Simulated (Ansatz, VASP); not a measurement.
## In in VASP and in Ansatz

INCAR

```
SYSTEM = In
  PREC = Accurate
  ENCUT = 520
  EDIFF = 1E-6
  ISMEAR = -1
  SIGMA = 0.1
  LREAL = .FALSE.
  LASPH = .TRUE.
  NELM = 60
  ALGO = Normal
  ISIF = 2
  LWAVE = .FALSE.
  LCHARG = .TRUE.
  GGA = PE
  LELF = .TRUE.
  LVHAR = .TRUE.
  NBANDS = 26
```

The input KPOINTS:

```
regular mesh
0
G
  8 8 10
  0 0 0
```

Contents of POSCAR:

```
In
1.0
    4.3169371284      0.0000000000      0.0000000000
   -2.1584685642      3.7385772197      0.0000000000
    0.0000000000      0.0000000000      2.5968916851
In
3
Direct
    0.0000000000      0.0000000000      0.0000000000
    0.3333333333      0.6666666667      0.5000000000
    0.6666666667      0.3333333333      0.5000000000
```

Input for Ansatz:

```yaml
crystal:
  lattice:
    - [4.3169371284, 0.0, 0.0]
    - [-2.1584685642, 3.7385772197, 0.0]
    - [0.0, 0.0, 2.5968916851]
  atoms:
    - { symbol: In, position: [0.0, 0.0, 0.0] }
    - { symbol: In, position: [0.3333333333, 0.6666666667, 0.5] }
    - { symbol: In, position: [0.6666666667, 0.3333333333, 0.5] }
kpoints:
  mp_grid: { grid: [8, 8, 10] }
scf:
  occupations: { method: fermi_dirac, width: 0.1 }
hamiltonian:
  xc: pbe
  pseudopotentials: { kind: all_electron, lapw: { basis_error: 0.001 } }
output:
  forces: true
  stress: true
  eigenvalues: true
  populations: true
```

Change from the starting cell: volume scaled by 0.5, LAPW.

Alike in both runs: task single point; functional PBE; k mesh 8 × 8 × 10; occupations fermi-dirac, width 0.1 eV; no spin polarisation.

```csv
,VASP,Ansatz
version,VASP 6.6.1,Ansatz 0.2.0
potentials or method,"VASP PAW PBE potentials, release 64 (In_d), cutoff 520 eV","all-electron LAPW, scalar-relativistic"
```

Ansatz gave:

```
pressure (GPa)                                                : 141.0
traceless stress, the component that is largest in VASP (GPa) : -0.23
```

What did VASP give for the same quantities?

Pressure (GPa): 141.5; traceless stress, the component that is largest in VASP (GPa): -0.23.

Both programs put the cell under a high pressure, so it lies far from rest at this level. Ansatz ran all-electron here, and VASP with PAW potentials.

Noted on VASP's run: the cell as given lies far from equilibrium.
